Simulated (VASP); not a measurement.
Here is a VASP 6.6.1 calculation.

Contents of POSCAR:

```
Co
1.0
    2.4554087999      0.0000000000      0.0000000000
   -1.2277044000      2.1264463974      0.0000000000
    0.0000000000      0.0000000000      3.9941557227
Co
2
Direct
    0.6666666667      0.3333333333      0.7500000000
    0.3333333333      0.6666666667      0.2500000000
```

INCAR.step1

```
SYSTEM = Co
  PREC = Accurate
  ENCUT = 520
  ISMEAR = -1
  SIGMA = 0.05
  LREAL = .FALSE.
  LASPH = .TRUE.
  NELM = 150
  ISPIN = 2
  MAGMOM = 2 2
  LMAXMIX = 4
  NBANDS = 20
  GGA = PE
  ALGO = Normal
  EDIFF = 1E-4
  LWAVE = .TRUE.
  LCHARG = .FALSE.
```

INCAR.step2

```
SYSTEM = Co
  PREC = Accurate
  ENCUT = 520
  EDIFF = 1E-7
  ISMEAR = -1
  SIGMA = 0.05
  LREAL = .FALSE.
  LASPH = .TRUE.
  NELM = 150
  ALGO = Normal
  ISIF = 2
  LWAVE = .FALSE.
  LCHARG = .FALSE.
  ISPIN = 2
  MAGMOM = 2 2
  LORBIT = 11
  LMAXMIX = 4
  METAGGA = R2SCAN
  LMIXTAU = .TRUE.
  NBANDS = 20
  ISTART = 1
```

The input KPOINTS:

```
Automatic mesh
0
G
  12 12 7
  0 0 0
```

Potentials or basis: VASP PAW PBE potentials, release 64 (Co).

The run is started by

```sh
$ cat potpaw_PBE.64/Co/POTCAR > POTCAR
$ cp INCAR.step1 INCAR
$ mpirun -np 1 vasp_std > vasp.out
$ cp INCAR.step2 INCAR
$ mpirun -np 1 vasp_std > vasp.out
```

Q: Predict the pressure.

A: 4.8 GPa.

Q: Predict the site moments.

A: Co +1.80 μB.

Q: Predict the net moment.

A: 3.49 μB per cell.

Caveat: the cell stands under pressure; the PAW data sets were made with another functional, which shifts forces and pressure a little.
